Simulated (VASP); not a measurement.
# Sb (I4/mmm) in VASP: a series of runs

Sb is run at these levels: PBEsol; tasks: single point.

All numbers are computed with VASP 6.6.1; they aren't measurements. Logs are shortened: lines on timing, memory, paths and dates and some standing lists are left out, and cuts for length are marked.

**1. The cell of the first run**

It takes space group I4/mmm (No. 139, tetragonal). The conventional cell has a = 3.353 Å, b = 3.353 Å, c = 4.268 Å, α = 90.00°, β = 90.00°, γ = 90.00°. Sb (site symmetry 4/mmm) has 12 Sb at 3.19 to 3.35 Å within 4.2 Å.

**2. Single point, PBEsol (strain -0.1000 x Voigt [1, 0, 0, 0, 0, 0])**

INCAR

```
PREC = Accurate ; ENCUT = 520
EDIFF = 1E-6 ; ISMEAR = 0
SIGMA = 0.15 ; LREAL = False
LASPH = True ; NELM = 60
ALGO = Normal ; ISIF = 2
LWAVE = False ; LCHARG = False
GGA = PS ; NBANDS = 8
```

KPOINTS

```
Automatic mesh
0
Gamma
  18 18 18
```

POSCAR

```
Sb
1.0
    0.0000000000      2.3712425216      2.3712425216
    2.1341182694      0.0000000000      2.3712425216
    2.1341182694      2.3712425216      0.0000000000
Sb
1
Direct
    0.0000000000      0.0000000000      0.0000000000
```

Potentials or basis: VASP PAW PBE potentials, release 64 (Sb).

Started as:

```console
cat potpaw_PBE.64/Sb/POTCAR > POTCAR
mpirun -np 1 vasp_std > vasp.out
```

OUTCAR:

```text
PREC = Accurate
   ENCUT = 520
   EDIFF = 1E-6
   ISMEAR = 0
   LREAL = False
   LASPH = True
   NELM = 60
   ISIF = 2
   GGA = PS

 ion  position               nearest neighbor table
   1  0.000  0.000  0.000-

  LATTYP: Found a body centered tetragonal cell.
 ALAT       =     3.3534433337
 C/A-ratio  =     1.2727922061

  Lattice vectors:

 A1 = (  -2.1341182694,   0.0000000000,  -2.3712425216)
 A2 = (  -2.1341182694,   0.0000000000,   2.3712425216)
 A3 = (   2.1341182694,   2.3712425216,   0.0000000000)

Analysis of symmetry for initial positions (statically):
=====================================================================
 Subroutine PRICEL returns:
 Original cell was already a primitive cell.

 Routine SETGRP: Setting up the symmetry group for a
 body centered tetragonal supercell.

 Subroutine GETGRP returns: Found 16 space group operations
 (whereof 16 operations were pure point group operations)
 out of a pool of 16 trial point group operations.

The static configuration has the point symmetry D_4h.

Analysis of symmetry for dynamics (positions and initial velocities):
=====================================================================
 Subroutine PRICEL returns:
 Original cell was already a primitive cell.

 Routine SETGRP: Setting up the symmetry group for a
 body centered tetragonal supercell.

 Subroutine GETGRP returns: Found 16 space group operations
 (whereof 16 operations were pure point group operations)
 out of a pool of 16 trial point group operations.

The dynamic configuration has the point symmetry D_4h.

 Subroutine INISYM returns: Found 16 space group operations
 (whereof 16 operations are pure point group operations),
 and found     1 'primitive' translations

----------------------------------------------------------------------------------------

                                     Primitive cell

  volume of cell :      23.9994

  direct lattice vectors                    reciprocal lattice vectors
     0.000000000  2.371242522  2.371242522    -0.234288796  0.210859916  0.210859916
     2.134118269  0.000000000  2.371242522     0.234288796 -0.210859916  0.210859916
     2.134118269  2.371242522  0.000000000     0.234288796  0.210859916 -0.210859916

  length of vectors
     3.353443334  3.190180541  3.190180541     0.379229546  0.379229546  0.379229546

  position of ions in fractional coordinates (direct lattice)
     0.000000000  0.000000000  0.000000000

  ion indices of the primitive-cell ions
   primitive index   ion index
                 1           1

----------------------------------------------------------------------------------------

 KPOINTS: Automatic mesh

Automatic generation of k-mesh.
 Grid dimensions read from file:
 generate k-points for:   18   18   18

 Generating k-lattice:

  Cartesian coordinates                     Fractional coordinates (reciprocal lattice)
    -0.013016044  0.011714440  0.011714440     0.055555556  0.000000000  0.000000000
     0.013016044 -0.011714440  0.011714440     0.000000000  0.055555556 -0.000000000
     0.013016044  0.011714440 -0.011714440     0.000000000 -0.000000000  0.055555556

  Length of vectors
     0.021068308  0.021068308  0.021068308

  Shift w.r.t. Gamma in fractional coordinates (k-lattice)
     0.000000000  0.000000000  0.000000000

 Subroutine IBZKPT returns following result:
 ===========================================

 Found    480 irreducible k-points:

 Following reciprocal coordinates:
            Coordinates               Weight
  0.000000  0.000000  0.000000      1.000000
  0.055556 -0.000000 -0.000000      8.000000
  0.111111 -0.000000 -0.000000      8.000000
  0.166667  0.000000  0.000000      8.000000
  0.222222  0.000000  0.000000      8.000000
  0.277778  0.000000  0.000000      8.000000
[... 16 lines left out ...]
 -0.277778  0.055556 -0.000000     16.000000
 -0.222222  0.055556  0.000000     16.000000
 [... further k-points ...]
   k-points           NKPTS =    480   k-points in BZ     NKDIM =    480   number of bands    NBANDS=      8
   number of dos      NEDOS =    301   number of ions     NIONS =      1
   total plane-waves  NPLWV =  16128
   dimension x,y,z NGX =    28 NGY =   24 NGZ =   24
   dimension x,y,z NGXF=    56 NGYF=   48 NGZF=   48
   ions per type =               1
   NGX,Y,Z   is equivalent  to a cutoff of  13.88, 12.51, 12.51 a.u.
   NGXF,Y,Z  is equivalent  to a cutoff of  27.76, 25.01, 25.01 a.u.
 SYSTEM =  unknown system
   PREC   = accura    normal or accurate (medium, high low for compatibility)
   ISTART =      0    job   : 0-new  1-cont  2-samecut
   ICHARG =      2    charge: 1-file 2-atom 10-const
   ISPIN  =      1    spin polarized calculation?
   LNONCOLLINEAR =      F non collinear calculations
   LSORBIT =      F    spin-orbit coupling
   LASPH  =      T    aspherical Exc in radial PAW
   ENCUT  =  520.0 eV  38.22 Ry    6.18 a.u.   6.24  5.93  5.93*2*pi/ulx,y,z
   NELM   =     60;   NELMIN=  2; NELMDL= -5     # of ELM steps
   EDIFF  = 0.1E-05   stopping-criterion for ELM
   LREAL  =      F    real-space projection
   EDIFFG = 0.1E-04   stopping-criterion for IOM
   NSW    =      0    number of steps for IOM
   IBRION =     -1    ionic relax: 0-MD 1-quasi-New 2-CG
   NFREE  =      0    steps in history (QN), initial steepest desc. (CG)
   ISIF   =      2    stress and relaxation
   ISYM   =      2    0-nonsym 1-usesym 2-fastsym
   POTIM  = 0.5000    time-step for ionic-motion
   TEBEG  =    0.0;   TEEND  =   0.0 temperature during run
   PSTRESS=    0.0 pullay stress
   NELECT =       5.0000    total number of electrons
   NUPDOWN=      -1.0000    fix difference up-down
   EMIN   =  10.00;   EMAX   =-10.00  energy-range for DOS
   EFERMI =   0.00;   METHOD = LEGACY
   ISMEAR =     0;   SIGMA  =   0.15  broadening in eV -4-tet -1-fermi 0-gaus
   EFERMI_NEDOS =   21; number of points for ismear=-14 and -15
   IALGO  =     38    algorithm
   IMIX   =      4    mixing-type and parameters
     AMIX     =   0.40;   BMIX     =  1.00
     AMIX_MAG =   1.60;   BMIX_MAG =  1.00
  volume/ion in A,a.u.               =      24.00       161.96
  Fermi-wavevector in a.u.,A,eV,Ry     =   0.970506  1.833990 12.815069  0.941881
  Thomas-Fermi vector in A             =   2.100646
   LORBIT       =      0    0 simple, 1 ext, 2 COOP (PROOUT), +10 PAW based schemes
   GGA     = PS    functional components
   LHFCALC =     F    Hartree Fock is set to
   AEXX    =    0.0000 exact exchange contribution
   IVDW    =     0    specifies the selected vdW correction
   LEPSILON=     F    determine dielectric tensor
   LRPA    =     F    only Hartree local field effects (RPA)
 non-spin polarized calculation
 Gauss-broadening in eV      SIGMA  =   0.15
  energy-cutoff  :      520.00
  volume of cell :       24.00
 maximum number of plane-waves:       664
 NGX is ok and might be reduce to    28
   NGX = 13   NGY = 11   NGZ = 11

 number of electron       5.0000000 magnetization

 Free energy of the ion-electron system (eV)
  ---------------------------------------------------
  ext. energy  EPLUGINS =         0.00000000
  ---------------------------------------------------
  free energy    TOTEN  =        -4.27427496 eV

  energy without entropy =       -4.26692480  energy(sigma->0) =       -4.27059988

 E-fermi :   9.9384     XC(G=0): -10.8371

 val. band max:        9.9370543231   @ k =  -0.2222   0.2222   0.1111
 cond. band min:       9.9473471519   @ k =  -0.3889   0.1667  -0.0000
 fundamental gap:      0.0102928289
 Fermi energy:         9.9384190418

 k-point     1 :       0.0000    0.0000    0.0000
  band No.  band energies     occupation
      1      -3.9443      2.00000
      2      16.0494      0.00000
      3      16.2424      0.00000
      4      16.2424      0.00000
      5      20.2423      0.00000
      6      20.2423      0.00000
      7      20.3234      0.00000
      8      20.8716      0.00000

 k-point     2 :       0.0556   -0.0000   -0.0000
  band No.  band energies     occupation
      1      -3.8758      2.00000
      2      15.4280      0.00000
      3      16.0723      0.00000
      4      16.0764      0.00000
      5      19.5561      0.00000
      6      20.4276      0.00000
      7      20.7182      0.00000
      8      21.8016      0.00000

 k-point     3 :       0.1111   -0.0000   -0.0000
  band No.  band energies     occupation
      1      -3.6708      2.00000
      2      13.8298      0.00000
      3      15.6672      0.00000
      4      15.8948      0.00000
      5      19.1556      0.00000
      6      20.7625      0.00000
      7      21.0878      0.00000
      8      22.3805      0.00000

 k-point     4 :       0.1667    0.0000    0.0000
  band No.  band energies     occupation
      1      -3.3297      2.00000
      2      11.9776      0.00000
      3      15.1603      0.00000
      4      15.6673      0.00000
      5      18.9030      0.00000
      6      20.6077      0.00000
      7      21.3010      0.00000
      8      22.1650      0.00000

 k-point     5 :       0.2222    0.0000    0.0000
  band No.  band energies     occupation
      1      -2.8546      2.00000
      2      10.1118      0.10213
      3      14.6499      0.00000
      4      15.4282      0.00000
      5      18.7272      0.00000
      6      20.0725      0.00000
      7      20.8472      0.00000
      8      22.6352      0.00000

 k-point     6 :       0.2778    0.0000    0.0000
  band No.  band energies     occupation
      1      -2.2497      2.00000
      2       8.3200      2.00000
      3      14.1876      0.00000
      4      15.2082      0.00000
      5      18.5964      0.00000
      6      19.5448      0.00000
      7      20.3611      0.00000
      8      23.0496      0.00000

 k-point     7 :       0.3333    0.0000    0.0000
  band No.  band energies     occupation
      1      -1.5257      2.00000
      2       6.6496      2.00000
      3      13.8033      0.00000
      4      15.0259      0.00000
      5      18.4783      0.00000
      6      19.1138      0.00000
      7      20.0538      0.00000
      8      22.5086      0.00000
[... 133 lines left out ...]
 k-point    20 :      -0.4444    0.0556    0.0000
  band No.  band energies     occupation
      1       0.3884      2.00000
      2       3.6610      2.00000
      3      12.7677      0.00000
      4      14.4951      0.00000
      5      18.4932      0.00000
      6      18.8260      0.00000
      7      20.3750      0.00000
      8      21.4736      0.00000

 k-point    21 :      -0.3889    0.0556   -0.0000
  band No.  band energies     occupation
      1      -0.3380      2.00000
      2       4.6968      2.00000
      3      12.8002      0.00000
      4      14.6750      0.00000
      5      18.5598      0.00000
      6      19.0286      0.00000
      7      20.7994      0.00000
      8      21.3081      0.00000

 k-point    22 :      -0.3333    0.0556   -0.0000
  band No.  band energies     occupation
      1      -1.1666      2.00000
      2       6.1065      2.00000
      3      12.9465      0.00000
      4      14.9270      0.00000
      5      18.7006      0.00000
      6      19.2512      0.00000
      7      21.1215      0.00000
      8      21.5929      0.00000

 k-point    23 :      -0.2778    0.0556   -0.0000
  band No.  band energies     occupation
      1      -1.9294      2.00000
      2       7.7130      2.00000
      3      13.2037      0.00000
      4      15.2326      0.00000
      5      18.8876      0.00000
      6      19.4939      0.00000
      7      21.3946      0.00000
      8      22.2299      0.00000

 k-point    24 :      -0.2222    0.0556    0.0000
  band No.  band energies     occupation
      1      -2.5810      2.00000
      2       9.4536      2.00000
      3      13.5657      0.00000
      4      15.5631      0.00000
      5      19.0414      0.00000
      6      19.8468      0.00000
      7      21.7417      0.00000
      8      22.3630      0.00000

 [... further k-points ...]

------------------------ aborting loop because EDIFF is reached ----------------------------------------

  FORCE on cell =-STRESS in cart. coord.  units (eV):
  Direction    XX          YY          ZZ          XY          YZ          ZX
  --------------------------------------------------------------------------------------
  -------------------------------------------------------------------------------------
  Total        0.7073552      1.2599157      1.2599157     -0.0000000      0.0000000      0.0000000
  in kB       47.2223592     84.1107784     84.1107784     -0.0000000      0.0000000      0.0000000
  external PRESSURE =      71.8146387 kB  Pullay stress =       0.0000000 kB

 VOLUME and BASIS-vectors are now :
 -----------------------------------------------------------------------------
  energy-cutoff  :      520.00
  volume of cell :       24.00
      direct lattice vectors                 reciprocal lattice vectors
     0.000000000  2.371242522  2.371242522    -0.234288796  0.210859916  0.210859916
     2.134118269  0.000000000  2.371242522     0.234288796 -0.210859916  0.210859916
     2.134118269  2.371242522  0.000000000     0.234288796  0.210859916 -0.210859916

 POSITION                                       TOTAL-FORCE (eV/Angst)
 -----------------------------------------------------------------------------------
      0.00000      0.00000      0.00000         0.000000      0.000000      0.000000
 -----------------------------------------------------------------------------------
    total drift:                                0.000000      0.000000      0.000000

  FREE ENERGIE OF THE ION-ELECTRON SYSTEM (eV)
  ---------------------------------------------------
  free  energy   TOTEN  =        -4.2742749552 eV

  energy  without entropy=       -4.2669248048  energy(sigma->0) =       -4.27059988
```

Run time: 45 s. Hardware: 1 thread of Intel Xeon 6975P-C, shared host; peak memory 0.22 GiB.

Results:

```yaml
Free_energy: -4.2743 eV
Pressure: 7.2 GPa
```

Caveat: the cell differs from its parent crystal (strain -0.1000 x Voigt [1, 0, 0, 0, 0, 0]); the PAW data sets were made with another functional, which shifts forces and pressure a little; spin-orbit coupling is left out, which moves the levels of the heavy elements.

**3. Single point, PBEsol (strain -0.0750 x Voigt [1, 0, 0, 0, 0, 0])**

INCAR

```
SYSTEM = Sb
PREC = Accurate
ENCUT = 520
EDIFF = 1E-6
ISMEAR = 0
SIGMA = 0.15
LREAL = .False.
LASPH = .True.
NELM = 80
ALGO = Normal
ISIF = 2
LWAVE = .False.
LCHARG = .False.
GGA = PS
NBANDS = 8
```

KPOINTS

```
regular mesh
0
Gamma
  18 18 18
  0 0 0
```

POSCAR

```
Sb
1.0
    0.0000000000      2.3712425216      2.3712425216
    2.1933993325      0.0000000000      2.3712425216
    2.1933993325      2.3712425216      0.0000000000
Sb
1
Direct
    0.0000000000      0.0000000000      0.0000000000
```

Potentials or basis: VASP PAW PBE potentials, release 64 (Sb).

Started as:

```console
cat potpaw_PBE.64/Sb/POTCAR > POTCAR
mpirun -np 1 vasp_std > vasp.out
```

It took 45 s on 1 thread of Intel Xeon 6975P-C, shared host; peak memory 0.22 GiB.

Results (log left out):

| Item | Value |
| --- | --- |
| Free energy | -4.2897 eV |
| Pressure | 4.6 GPa |

Stress tensor (GPa, compression positive):
```
2.75 0.00 0.00
0.00 5.53 0.00
0.00 0.00 5.53
```

Levels at points of the mesh, in eV from the Fermi level:
```csv
k point,band 1,band 2,band 3,band 4,band 5,band 6,band 7
"(0.00, 0.00, 0.00)",-13.67,5.90,6.02,6.02,10.18,10.18,10.30
"(0.50, 0.00, 0.00)",-9.39,-6.41,3.41,4.58,8.30,8.72,9.88
"(0.50, 0.50, 0.00)",-7.89,-5.65,0.48,1.07,4.63,4.89,18.10
"(0.00, 0.50, 0.50)",-6.77,-4.93,-0.30,-0.30,3.50,4.08,18.04
```

Caveat: the cell differs from its parent crystal (strain -0.0750 x Voigt [1, 0, 0, 0, 0, 0]); the PAW data sets were made with another functional, which shifts forces and pressure a little; spin-orbit coupling is left out, which moves the levels of the heavy elements.
